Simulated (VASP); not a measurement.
A run of VASP 6.6.1 is set up as follows.

INCAR

```
SYSTEM = ZrB2
PREC     = Accurate       ! precision mode
ENCUT    = 500            ! plane-wave cutoff, eV
EDIFF    = 1E-6           ! SCF threshold, eV
ISMEAR   = 0              ! smearing method
SIGMA    = 0.05           ! smearing width, eV
LREAL    = .False.        ! projectors in reciprocal space
LASPH    = .True.         ! aspherical terms in the spheres
NELM     = 200            ! most SCF steps
ALGO     = Normal         ! electronic algorithm
ISIF     = 2              ! what is computed and relaxed
LWAVE    = .False.        ! write WAVECAR
LCHARG   = .True.         ! write CHGCAR
LNONCOLLINEAR= .True.         ! non-collinear magnetism
MAGMOM   = 0 0 0 0 0 0 0 0 0 ! initial moments
LORBIT   = 11             ! projections on sites
LSORBIT  = .True.         ! spin-orbit coupling
GGA_COMPAT= .False.      
LORBMOM  = .True.       
LMAXMIX  = 4              ! l up to which the mixer works
GGA      = PE             ! functional
IVDW     = 12             ! dispersion correction
LVHAR    = .True.       
NBANDS   = 31             ! bands
```

KPOINTS

```
regular mesh
0
Gamma
  10 10 8
  0 0 0
```

The input POSCAR:

```
ZrB2
1.0
    3.1700000000      0.0000000000      0.0000000000
   -1.5850000000      2.7453005300      0.0000000000
    0.0000000000      0.0000000000      3.5330000000
Zr B
1 2
Direct
    0.0000000000      0.0000000000      0.0000000000
    0.6666666667      0.3333333333      0.5000000000
    0.3333333333      0.6666666667      0.5000000000
```

Potentials or basis: VASP PAW PBE potentials, release 64 (Zr_sv, B).

Launch:

```bash
$ cat potpaw_PBE.64/Zr_sv/POTCAR potpaw_PBE.64/B/POTCAR > POTCAR
$ mpirun -np 1 vasp_ncl > vasp.out
```

(1) What does it give for the pressure?

(2) Predict the dispersion energy per atom.

Answers

(1) -5.3 GPa.

(2) -0.390 eV.

Caveat: three body term missing; the cell stands under tension.
